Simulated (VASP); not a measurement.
Wanted: the native input for a VASP 6.6.1 run.

| Property | Result |
| --- | --- |
| Task | relaxation of cell and atoms |
| Functional | PBE |
| Dispersion | D4 |
| Potentials or basis | VASP PAW PBE potentials, release 64 (Ti_sv, O) |
| Cutoff | 600 eV |
| k mesh | 3 × 3 × 5 |
| Occupations | gaussian, width 0.01 eV |
| Spin | no spin polarisation |
| Dipole correction | no |
| Further INCAR settings | ALGO = Normal; EDIFF = 1e-06; IBRION = 2; EDIFFG = -0.001; NSW = 80; ISIF = 3 |

The structure of TiO2 (Rutile) lies in POSCAR:

```
TiO2
1.0
    4.5922000000      0.0000000000      0.0000000000
    0.0000000000      4.5922000000      0.0000000000
    0.0000000000      0.0000000000      2.9574000000
Ti O
2 4
Direct
    0.0000000000      0.0000000000      0.0000000000
    0.5000000000      0.5000000000      0.5000000000
    0.3049600000      0.3049600000      0.0000000000
    0.1950400000      0.8049600000      0.5000000000
    0.6950400000      0.6950400000      0.0000000000
    0.8049600000      0.1950400000      0.5000000000
```

One way to write it, as run:

INCAR

```
ALGO = Normal
EDIFF = 1E-6
EDIFFG = -0.001
ENCUT = 600
GGA = PE
IBRION = 2
ISIF = 3
ISMEAR = 0
IVDW = 13
LASPH = T
LCHARG = F
LREAL = F
LWAVE = F
NELM = 80
NSW = 80
PREC = Accurate
SIGMA = 0.01
```

KPOINTS

```
k-points
0
Gamma
  3 3 5
```

Potentials or basis: VASP PAW PBE potentials, release 64 (Ti_sv, O).

Run with:

```sh
$ cat potpaw_PBE.64/Ti_sv/POTCAR potpaw_PBE.64/O/POTCAR > POTCAR
$ mpirun -np 1 vasp_std > vasp.out
```

It gave:

The relaxed volume is 10.47 Å³/atom, the relaxed cell is a = 4.608 Å, b = 4.608 Å, c = 2.959 Å, α = 90.00°, β = 90.00°, γ = 90.00° and the space group after relaxing (to 0.05 Å) is P4_2/mnm (No. 136). The energy gained by relaxing is 0.6 meV/atom, the ionic steps are 18 and the pressure after relaxing is 0.0 GPa. The band gap on the k mesh is 1.83 eV, direct and the dispersion energy per atom is -0.206 eV.

Caveat: the k points lie up to 0.45 Å⁻¹ apart in the final cell.

Wall time 99 s on 1 thread of AMD EPYC 9R45 96-Core Processor (Zen 5) (shared host), peak memory 0.17 GiB.
